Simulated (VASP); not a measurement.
# Zn2Ga3Si3N8 (P1) in VASP: a series of runs, part 2 of 2

VASP 6.6.1. The steps go on from the part before.

## (3) Single point, PBE

This run uses another cell than the first one, of 11.16 Å³/atom.

INCAR

```
ALGO     = Normal         # electronic algorithm
EDIFF    = 1E-6           # SCF threshold, eV
ENCUT    = 520            # plane-wave cutoff, eV
GGA      = PE             # functional
ISIF     = 2              # what is computed and relaxed
ISMEAR   = 0              # smearing method
ISYM     = 0            
LASPH    = T              # aspherical terms in the spheres
LCHARG   = F              # write CHGCAR
LREAL    = Auto         
LWAVE    = F              # write WAVECAR
NBANDS   = 72             # bands
NELM     = 100            # most SCF steps
PREC     = Accurate       # precision mode
SIGMA    = 0.1            # smearing width, eV
```

KPOINTS

```
k-points
0
Gamma
  3 3 3
```

POSCAR

```
Zn2Ga3Si3N8
1.0
    0.0064708738     -0.0089572839     -5.1195137729
    3.1601084856      5.4889586853      0.0055824672
    3.1836536853     -5.5025525008     -0.0135712003
N Si Zn Ga
8 3 2 3
Direct
    0.6041653325      0.1547156841      0.3436861317
    0.6087360350      0.1864299689      0.8216248404
    0.5968413313      0.6765174626      0.3131642969
    0.6569129408      0.6518770295      0.8506032524
    0.1558397185      0.3648555070      0.6833731982
    0.1070825202      0.3228886888      0.1621691613
    0.0966057882      0.8222440734      0.6840606468
    0.1572925330      0.8203625449      0.1306453449
    0.0181941506      0.6698813505      0.8356487269
    0.5103556699      0.3400117227      0.6721492485
    0.5055830577      0.8251581394      0.1619670988
    0.9894271795      0.6674700088      0.3339597186
    0.4908152111      0.8330053513      0.6610391742
    1.0059180554      0.1607155215      0.3329761583
   -0.0079304905      0.1618688837      0.8326209109
    0.4824708086      0.3402879994      0.1623837644
```

Potentials or basis: VASP PAW PBE potentials, release 64 (N, Si, Zn, Ga_d).

On the command line:

```console
> cat potpaw_PBE.64/N/POTCAR potpaw_PBE.64/Si/POTCAR potpaw_PBE.64/Zn/POTCAR potpaw_PBE.64/Ga_d/POTCAR > POTCAR
> mpirun -np 1 vasp_std > vasp.out
```

It took 3.8 min on 1 thread of Intel Xeon 6975P-C (Granite Rapids), shared host; peak memory 0.34 GiB.

The run converged. Its results:

```yaml
Free_energy: -101.6822 eV
Pressure: 0.2 GPa
Largest_force: 0.051 eV/Å
Band_gap_on_the_k_mesh: zero (an odd number of electrons rules out a gap without spin polarisation)
```

Forces on the atoms (eV/Å):
```
N    0.000 -0.015  0.014
N    0.019  0.025 -0.016
N   -0.032  0.029  0.015
N    0.000 -0.005 -0.018
N    0.022  0.010 -0.009
N   -0.044 -0.022 -0.012
N    0.032 -0.030  0.026
N   -0.026  0.017 -0.012
Si   0.004  0.002 -0.004
Si  -0.003 -0.007  0.004
Si  -0.002 -0.003  0.017
Zn   0.010  0.012 -0.001
Zn   0.007 -0.019 -0.004
Ga  -0.001  0.019 -0.008
Ga   0.009 -0.024 -0.001
Ga   0.004  0.012  0.009
```

Levels at points of the mesh, in eV from the Fermi level:
```
           k point  band 53  band 54  band 55  band 56  band 57  band 58  band 59  band 60  band 61  band 62
(0.00, 0.00, 0.00)    -4.21    -4.09    -3.93    -3.53    -3.07    -1.49    -0.35     0.87     1.18     1.63
```

Caveat: the k points lie up to 0.41 Å⁻¹ apart, too coarse for converged energies and pressures of a metal; an odd number of electrons without spin polarisation forces a metal; a magnetic or distorted state may lie lower.

## (4) Relaxation of cell and atoms, PBE

This run uses another cell than the first one, of 10.29 Å³/atom.

INCAR

```
SYSTEM = Zn2Ga3Si3N8
ALGO = Normal ; EDIFF = 1E-6
EDIFFG = -0.04 ; ENCUT = 600
GGA = PE ; IBRION = 2
ISIF = 3 ; ISMEAR = 0
ISYM = 0 ; LASPH = .True.
LCHARG = .False. ; LREAL = Auto
LWAVE = .False. ; NELM = 100
NSW = 70 ; PREC = Accurate
SIGMA = 0.1
```

KPOINTS

```
k-points
0
Gamma
  3 3 3
  0 0 0
```

POSCAR

```
Zn2Ga3Si3N8
1.0
    0.0000000000      0.0000000000     -4.9966125800
    3.0843287400      5.3422140800      0.0000000000
    3.0843287600     -5.3422140800      0.0000000000
N Si Zn Ga
8 3 2 3
Direct
    0.6138038681      0.1690298428      0.3314488820
    0.6181781368      0.1627506674      0.8226067928
    0.6301174747      0.6670168695      0.3384096424
    0.6265505259      0.6671265206      0.8377307942
    0.1181662985      0.3413136885      0.6708799546
    0.1249016408      0.3292576218      0.1599263007
    0.1248792254      0.8400239473      0.6729308152
    0.1178349583      0.8364300910      0.1717837648
    0.0021877230      0.6642764710      0.8278625782
    0.4983920066      0.3296925755      0.6569368241
    0.5022810612      0.8314307240      0.1612870985
    0.9948795961      0.6650826827      0.3310981184
    0.5029627246      0.8296964160      0.6684851136
    0.9978165249      0.1676969544      0.3387579068
    0.0077155197      0.1673125557      0.8282687717
    0.4976425572      0.3301523083      0.1636583153
```

On the command line:

```console
> cat potpaw_PBE.64/N/POTCAR potpaw_PBE.64/Si/POTCAR potpaw_PBE.64/Zn/POTCAR potpaw_PBE.64/Ga_d/POTCAR > POTCAR
> mpirun -np 1 vasp_std > vasp.out
```

Run time: 37 min. Hardware: 1 thread of Intel Xeon 6975P-C (Granite Rapids), shared host; peak memory 0.4 GiB.

Results (log left out):

- Free energy: -101.6749 eV
- Relaxed volume: 11.17 Å³/atom
- Relaxed cell: a = 5.120 Å, b = 6.337 Å, c = 6.363 Å, α = 120.06°, β = 89.77°, γ = 90.08°
- Space group after relaxing (to 0.1 Å): P1 (No. 1)
- Energy gained by relaxing: 253.6 meV/atom
- Ionic steps: 20
- Pressure after relaxing: 0.0 GPa
- Largest force after relaxing: 0.028 eV/Å
- Band gap on the k mesh: zero (an odd number of electrons rules out a gap without spin polarisation)

Forces in eV/Å, atoms in the order of the input:
```
N    0.002  0.007  0.012
N    0.002 -0.011  0.000
N    0.001 -0.006  0.004
N   -0.004  0.005  0.000
N    0.009 -0.005  0.001
N    0.005 -0.008  0.006
N   -0.009  0.025 -0.010
N   -0.008  0.002  0.002
Si  -0.003 -0.004 -0.003
Si   0.003 -0.001  0.002
Si  -0.005  0.010 -0.006
Zn  -0.010  0.003 -0.003
Zn   0.001 -0.004 -0.006
Ga  -0.001 -0.008  0.007
Ga   0.005  0.001 -0.003
Ga   0.010 -0.008 -0.002
```

The path:
```
step  energy change (eV)  largest force (eV/Å)  pressure (GPa)  volume (Å³)
   1              0.0000                5.3368           17.24       164.66
   2             -2.6527                4.6605           -8.28       192.44
   3             -3.4473                1.7838           -3.81       182.78
   4             -3.8987                0.9159            0.19       178.56
   5             -3.9033                0.9821            0.73       178.11
   6             -3.9868                0.9725            0.48       178.16
   7             -3.9919                0.6797            0.50       178.15
   8             -4.0221                0.4495           -0.20       178.99
   9             -4.0224                0.4189           -0.14       178.92
  10             -4.0404                0.3446           -0.48       179.10
  11             -4.0405                0.3883           -0.51       179.12
  12             -4.0512                0.1322            0.28       178.40
  13             -4.0512                0.1211            0.23       178.43
  14             -4.0558                0.0846            0.11       178.59
  15             -4.0562                0.1101            0.05       178.66
  16             -4.0571                0.1604           -0.20       178.85
  17             -4.0574                0.0822           -0.10       178.78
  18             -4.0579                0.0535            0.02       178.68
  19             -4.0579                0.0437            0.00       178.70
  20             -4.0582                0.0284            0.02       178.67
```

Final structure:
```cif
data_structure
_symmetry_space_group_name_H-M 'P 1'
_symmetry_Int_Tables_number 1
_cell_length_a 5.1200
_cell_length_b 6.3371
_cell_length_c 6.3629
_cell_angle_alpha 120.065
_cell_angle_beta 89.771
_cell_angle_gamma 90.081
_cell_volume 178.67
loop_
_atom_site_label
_atom_site_type_symbol
_atom_site_fract_x
_atom_site_fract_y
_atom_site_fract_z
_atom_site_occupancy
N1 N 0.60436 0.15450 0.34360 1
N2 N 0.60903 0.18659 0.82105 1
N3 N 0.59671 0.67633 0.31275 1
N4 N 0.65690 0.65195 0.85099 1
N5 N 0.15601 0.36505 0.68330 1
N6 N 0.10747 0.32255 0.16161 1
N7 N 0.09604 0.82226 0.68511 1
N8 N 0.15721 0.82040 0.13090 1
Si1 Si 0.01790 0.66987 0.83620 1
Si2 Si 0.51042 0.34006 0.67187 1
Si3 Si 0.50527 0.82521 0.16217 1
Zn1 Zn 0.98952 0.66775 0.33467 1
Zn2 Zn 0.49054 0.83282 0.66100 1
Ga1 Ga 0.00634 0.16119 0.33276 1
Ga2 Ga 0.99199 0.16166 0.83251 1
Ga3 Ga 0.48262 0.34011 0.16157 1
```

Levels at points of the mesh, in eV from the Fermi level:
```csv
k point,band 55,band 56,band 57,band 58,band 59,band 60
"(0.00, 0.00, 0.00)",-3.94,-3.53,-3.07,-1.50,-0.36,0.85
```

Caveat: the k points lie up to 0.41 Å⁻¹ apart in the final cell, too coarse for converged energies and pressures of a metal; an odd number of electrons without spin polarisation forces a metal; a magnetic or distorted state may lie lower.

## (5) Relaxation of cell and atoms, PBE

This run uses another cell than the first one, of 10.29 Å³/atom.

INCAR

```
PREC = Accurate
ENCUT = 600
EDIFF = 1E-7
ISMEAR = 0
SIGMA = 0.1
LREAL = Auto
LASPH = True
NELM = 60
ALGO = Normal
ISIF = 3
LWAVE = False
LCHARG = False
GGA = PE
IBRION = 2
NSW = 70
EDIFFG = -0.04
ISYM = 0
```

KPOINTS

```
Automatic mesh
0
Gamma
  3 3 3
```

POSCAR

```
Zn2Ga3Si3N8
1.0
    0.0000000000      0.0000000000     -4.9966125800
    3.0843287400      5.3422140800      0.0000000000
    3.0843287600     -5.3422140800      0.0000000000
N Si Zn Ga
8 3 2 3
Direct
    0.6292899547      0.1635106561      0.3300682177
    0.6259606982      0.1638564026      0.8288999317
    0.6158503066      0.6703239017      0.3357948596
    0.6238760006      0.6739725501      0.8355360305
    0.1199379882      0.3327256959      0.6681344207
    0.1241024346      0.3304534211      0.1674060274
    0.1190490889      0.8355253184      0.6677245518
    0.1159959637      0.8295766014      0.1610002791
    0.0017108303      0.1685862330      0.8351505304
    0.5026187996      0.8265699984      0.6627247813
    0.4958025567      0.8316335428      0.1632202283
    0.0053814397      0.6638475343      0.8330828123
    0.4992501933      0.3356117970      0.1614801197
    0.0002868297      0.1581155776      0.3303895954
    0.0032639296      0.6632382952      0.3295186909
    0.4998230103      0.3282779456      0.6694215844
```

On the command line:

```console
> cat potpaw_PBE.64/N/POTCAR potpaw_PBE.64/Si/POTCAR potpaw_PBE.64/Zn/POTCAR potpaw_PBE.64/Ga_d/POTCAR > POTCAR
> mpirun -np 1 vasp_std > vasp.out
```

It took 41 min on 1 thread of Intel Xeon 6975P-C (Granite Rapids), shared host; peak memory 0.4 GiB.

The run converged. Its results:

| Quantity | Value |
| --- | --- |
| Free energy | -102.5125 eV |
| Relaxed volume | 11.08 Å³/atom |
| Relaxed cell | a = 5.159 Å, b = 6.349 Å, c = 6.215 Å, α = 119.42°, β = 89.63°, γ = 90.11° |
| Space group after relaxing (to 0.1 Å) | P1 (No. 1) |
| Energy gained by relaxing | 221.1 meV/atom |
| Ionic steps | 20 |
| Pressure after relaxing | 0.0 GPa |
| Largest force after relaxing | 0.036 eV/Å |
| Band gap on the k mesh | zero (an odd number of electrons rules out a gap without spin polarisation) |

Forces in eV/Å, atoms in the order of the input:
```
N   -0.007  0.012 -0.009
N    0.027  0.012 -0.021
N   -0.002 -0.003  0.002
N    0.001  0.008  0.004
N    0.014 -0.020  0.002
N    0.014 -0.006 -0.005
N    0.019 -0.003  0.013
N   -0.010 -0.006  0.011
Si  -0.030  0.016 -0.002
Si  -0.022 -0.021  0.009
Si  -0.011 -0.001 -0.014
Zn   0.000 -0.006  0.015
Zn   0.002 -0.010  0.002
Ga   0.002  0.003  0.002
Ga   0.005  0.009  0.009
Ga  -0.002  0.017 -0.019
```

Stress tensor (GPa, compression positive):
```
 0.04  0.05 -0.03
 0.05 -0.07  0.00
-0.03  0.00  0.08
```

Step by step:
```csv
step,energy change (eV),largest force (eV/Å),pressure (GPa),volume (Å³)
1,0.0000,4.4787,16.56,164.66
2,-2.7166,1.5274,-11.71,191.33
3,-3.0225,1.2523,-6.96,184.16
4,-3.3797,1.3099,2.86,175.29
5,-3.4233,0.6459,0.15,177.37
6,-3.4791,0.4365,0.50,176.90
7,-3.4791,0.4090,0.48,176.92
8,-3.5051,0.2266,-0.07,177.54
9,-3.5123,0.3237,-0.54,178.07
10,-3.5235,0.1884,0.15,177.42
11,-3.5236,0.2073,0.22,177.36
12,-3.5304,0.1567,0.06,177.42
13,-3.5307,0.2125,0.04,177.44
14,-3.5336,0.1213,-0.10,177.54
15,-3.5336,0.1169,-0.09,177.54
16,-3.5359,0.0564,-0.03,177.42
17,-3.5361,0.0836,0.00,177.38
18,-3.5371,0.0436,-0.01,177.33
19,-3.5371,0.0485,0.00,177.32
20,-3.5374,0.0358,0.02,177.31
```

Final structure:
```xyz
16
Lattice="0.0115 -0.0125 -5.1587 3.2363 5.4626 0.0062 3.1015 -5.3853 -0.0205" Properties=species:S:1:pos:R:3 pbc="T T T"
N     1.4429   -1.0041   -3.1442
N     2.9287   -3.6478   -3.4398
N     3.3195    1.9246   -3.1215
N     4.8641   -0.7854   -3.0775
N     3.1104   -1.9061   -0.5881
N     1.4675    0.9842   -0.5098
N     4.9316    1.0878   -0.8568
N     3.2483    3.6155   -0.7557
Si    3.0864   -3.5820   -0.0705
Si    4.8098    0.9877   -2.6395
Si    3.2480    3.6550   -2.5055
Zn    4.7418   -0.8372   -5.1695
Zn    1.5665    0.9313   -2.5633
Ga    1.5377   -0.9200   -5.1163
Ga    3.1933    1.8114   -0.0080
Ga    3.1445   -1.8056   -2.5675
```

Levels at points of the mesh, in eV from the Fermi level:
```csv
k point,band 53,band 54,band 55,band 56,band 57,band 58,band 59,band 60,band 61,band 62
"(0.00, 0.00, 0.00)",-4.33,-4.20,-3.99,-3.76,-3.67,-1.57,0.08,0.69,0.87,1.37
```

Caveat: the k points lie up to 0.41 Å⁻¹ apart in the final cell, too coarse for converged energies and pressures of a metal; an odd number of electrons without spin polarisation forces a metal; a magnetic or distorted state may lie lower.

## (6) The runs side by side

| task | cell | cutoff (eV) | gap on the mesh (eV) | pressure (GPa) | relaxed volume (Å³/atom) | largest force (eV/Å) |
| --- | --- | --- | --- | --- | --- | --- |
| single point | a = 5.158, b = 6.346, c = 6.215 Å, angles 119.5, 89.7, 90.1°, 16 atoms, atomic positions A | 520 | none | 0.2 | - | 0.04 |
| single point | a = 5.120, b = 6.334, c = 6.357 Å, angles 120.0, 89.8, 90.1°, 16 atoms, atomic positions B | 520 | none | 0.2 | - | 0.05 |
| relaxation of cell and atoms | relaxed from a = 4.997, b = 6.169, c = 6.169 Å, angles 120.0, 90.0, 90.0°, 16 atoms, atomic positions C | 600 | none | 0.0 | 11.17 | 0.03 |
| relaxation of cell and atoms | relaxed from a = 4.997, b = 6.169, c = 6.169 Å, angles 120.0, 90.0, 90.0°, 16 atoms, atomic positions D | 600 | none | 0.0 | 11.08 | 0.04 |

Alike in all rows: level PBE; potentials or basis VASP PAW PBE potentials, release 64 (N, Si, Zn, Ga_d); no spin polarisation; k mesh 3 × 3 × 3; smearing gaussian 0.1 eV.

Caveats: all runs use coarse meshes; an odd number of electrons without spin polarisation forces a metal; a magnetic or distorted state may lie lower.

Total energies depend on the potentials used, so only differences within one code and one set of settings carry meaning.
